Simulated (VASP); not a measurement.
A run of VASP 6.6.1 is set up as follows.

INCAR

```
PREC     = Accurate       # precision mode
ENCUT    = 600            # plane-wave cutoff, eV
EDIFF    = 1E-6           # SCF threshold, eV
ISMEAR   = -1             # smearing method
SIGMA    = 0.05           # smearing width, eV
LREAL    = F              # projectors in reciprocal space
LASPH    = T              # aspherical terms in the spheres
NELM     = 200            # most SCF steps
ALGO     = Normal         # electronic algorithm
ISIF     = 2              # what is computed and relaxed
LWAVE    = F              # write WAVECAR
LCHARG   = F              # write CHGCAR
LMAXMIX  = 4              # l up to which the mixer works
LDAU     = T              # DFT+U
LDAUTYPE = 2            
LDAUL    = 2 -1           # shell
LDAUU    = 5 0            # U, eV
LDAUJ    = 0 0          
LDAUPRINT= 1            
GGA      = PE             # functional
NBANDS   = 25             # bands
GGA_COMPAT= F
```

Contents of KPOINTS:

```
regular mesh
0
Gamma
  7 7 7
```

Contents of POSCAR:

```
TaF3
1.0
    4.1557405207      0.0000000000      0.0000000000
    0.0000000000      4.1557405207      0.0000000000
    0.0000000000      0.0000000000      4.1557405207
Ta F
1 3
Direct
    0.0000000000      0.0000000000      0.0000000000
    0.0000000000      0.0000000000      0.5000000000
    0.0000000000      0.5000000000      0.0000000000
    0.5000000000      0.0000000000      0.0000000000
```

Potentials or basis: VASP PAW PBE potentials, release 64 (Ta_sv_GW, F).

Launch:

```console
$ cat potpaw_PBE.64/Ta_sv_GW/POTCAR potpaw_PBE.64/F/POTCAR > POTCAR
$ mpirun -np 1 vasp_std > vasp.out
```

(1) Estimate the band gap on the k mesh.

(2) Estimate the pressure.

Results:

(1) zero (band 17 reaches 5.85 eV, above the bottom of band 18 at 3.88 eV).

(2) 1.6 GPa.

Caveat: spin-orbit coupling is left out, which moves the levels of the heavy elements; U without spin polarisation on a metal has little footing.
